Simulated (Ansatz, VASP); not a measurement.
**B in VASP and in Ansatz**

```
CELL_PARAMETERS angstrom
2.98273 0.00000 0.00000
-1.49136 2.58312 0.00000
0.00000 0.00000 4.14404
ATOMIC_POSITIONS crystal
B 0.00000 0.00000 0.25000
B 0.00000 0.00000 0.75000
B 0.33333 0.66667 0.25000
B 0.66667 0.33333 0.75000
```

Alike in both runs: task relaxation of cell and atoms; functional r2SCAN; k mesh 18 × 18 × 10; occupations gaussian, width 0.1 eV; no spin polarisation.

|  | VASP | Ansatz |
| --- | --- | --- |
| version | VASP 6.6.1 | Ansatz 0.2.0 |
| potentials or method | VASP PAW PBE potentials, release 64 (B), cutoff 600 eV | scalar-relativistic, plane waves, PAW |
| valence electrons in the cell | 12 | 12 |

```tsv
	VASP	Ansatz	Ansatz less VASP
gap on the k mesh at the Fermi level, each at its own relaxed structure (eV)	none	none	-
relaxed volume (Å³/atom)	7.91	7.91	-0.002
relaxed length of the cell vector where the two differ most in proportion (Å)	4.087	4.085	-0.0025
```

VASP's potentials were made for PBE, not for r2SCAN. A gap of «none» marks a metal or a gap that the smearing closes.
